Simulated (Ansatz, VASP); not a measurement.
## One calculation of TiO2, two programs

Contents of INCAR:

```
PREC = Accurate
ENCUT = 520
EDIFF = 1E-6
ISMEAR = -1
SIGMA = 0.05
LREAL = F
LASPH = T
NELM = 150
ALGO = Normal
ISIF = 2
LWAVE = F
LCHARG = T
LMAXMIX = 4
LDAU = T
LDAUTYPE = 2
LDAUL = 2 -1
LDAUU = 1 0
LDAUJ = 0 0
LDAUPRINT = 1
GGA = PE
LELF = T
LVHAR = T
NBANDS = 33
```

The input KPOINTS:

```
regular mesh
0
Gamma
  6 6 9
```

The input POSCAR:

```
TiO2
1.0
    4.5998373239      0.0000000000      0.0000000000
    0.0000000000      4.5998373239      0.0000000000
    0.0000000000      0.0000000000      2.9592135600
Ti O
2 4
Direct
    0.0000000000      0.0000000000      0.5000000000
    0.5000000000      0.5000000000      0.0000000000
    0.3043213200      0.3043213200      0.5000000000
    0.1956786800      0.8043213200      0.0000000000
    0.8043213200      0.1956786800      0.0000000000
    0.6956786800      0.6956786800      0.5000000000
```

Contents of input.yaml:

```yaml
crystal:
  lattice:
    - [4.5998373239, 0.0, 0.0]
    - [0.0, 4.5998373239, 0.0]
    - [0.0, 0.0, 2.95921356]
  atoms:
    - { symbol: Ti, position: [0.0, 0.0, 0.5] }
    - { symbol: Ti, position: [0.5, 0.5, 0.0] }
    - { symbol: O, position: [0.30432132, 0.30432132, 0.5] }
    - { symbol: O, position: [0.19567868, 0.80432132, 0.0] }
    - { symbol: O, position: [0.80432132, 0.19567868, 0.0] }
    - { symbol: O, position: [0.69567868, 0.69567868, 0.5] }
hamiltonian:
  xc: pbe
  pseudopotentials: { kind: paw }
  hubbard: { sites: [{ species: Ti, l: d, u_eff: 1.0 }] }
kpoints:
  mp_grid: { grid: [6, 6, 9] }
  band_path:
    path:
      - [[0.0, 0.0, 0.0], [0.0, 0.5, 0.0], [0.5, 0.5, 0.0], [0.0, 0.0, 0.0], [0.0, 0.0, 0.5], [0.0, 0.5, 0.5], [0.5, 0.5, 0.5], [0.0, 0.0, 0.5]]
      - [[0.0, 0.5, 0.0], [0.0, 0.5, 0.5]]
      - [[0.5, 0.5, 0.0], [0.5, 0.5, 0.5]]
    npoints: 14
scf:
  occupations: { method: fermi_dirac, width: 0.05 }
  n_extra_bands: 15
output:
  forces: true
  stress: true
  eigenvalues: true
  fatbands: false
```

Alike in both runs: functional PBE; k mesh 6 × 6 × 9; occupations fermi-dirac, width 0.05 eV; no spin polarisation; Hubbard terms Ti d U = 1.0 eV.

|  | VASP | Ansatz |
| --- | --- | --- |
| version | VASP 6.6.1 | Ansatz 0.2.0 |
| potentials or method | VASP PAW PBE potentials, release 64 (Ti_sv, O) | Ansatz PAW |
| plane-wave cutoff (eV) | 520 | 420 |
| valence electrons in the cell | 48 | 48 |
| task | single point | band structure |

```tsv
	VASP	Ansatz	Ansatz less VASP
gap on the k mesh at the Fermi level (eV)	1.96	1.97	+0.012
least direct gap on the mesh (eV)	1.96	1.97	+0.012
pressure (GPa)	6.8	5.1	-1.68
traceless stress, the component that is largest in VASP (GPa)	0.50	0.17	-0.331
rms of the force components (eV/Å)	0.023	0.004	-0.0196
```

The programs project onto different local orbitals, so the same U acts differently, and such runs can settle in different states. Atom by atom the forces differ by 0.027 eV/Å (rms over components).
